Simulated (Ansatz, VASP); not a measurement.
# SiC: VASP beside Ansatz

```
Si C
1.0
     3.07600    0.00000    0.00000
    -1.53800    2.66389    0.00000
     0.00000    0.00000    5.04800
Si C
2 2
Cartesian
  0.0000 1.7759 0.0000
  1.5380 0.8880 2.5240
  0.0000 1.7759 1.9435
  1.5380 0.8880 4.4675
```

Alike in both runs: task relaxation of cell and atoms; functional LDA; k mesh 12 × 12 × 6; occupations fermi-dirac, width 0.08 eV; no spin polarisation.

```csv
,VASP,Ansatz
version,VASP 6.6.1,Ansatz 0.2.0
potentials or method,"VASP PAW LDA potentials, release 64 (Si, C)","PAW with Ansatz's default frozen-core files, scalar-relativistic"
plane-wave cutoff (eV),600,420
valence electrons in the cell,16,16
```

```csv
,VASP,Ansatz,Ansatz less VASP
relaxed volume (Å³/atom),10.16,10.14,-0.011
relaxed cell length with the largest relative difference (Å),5.018,5.016,-0.0020
```

LDA's correlation is that of Perdew and Zunger in VASP and of Perdew and Wang (1992) in Ansatz.
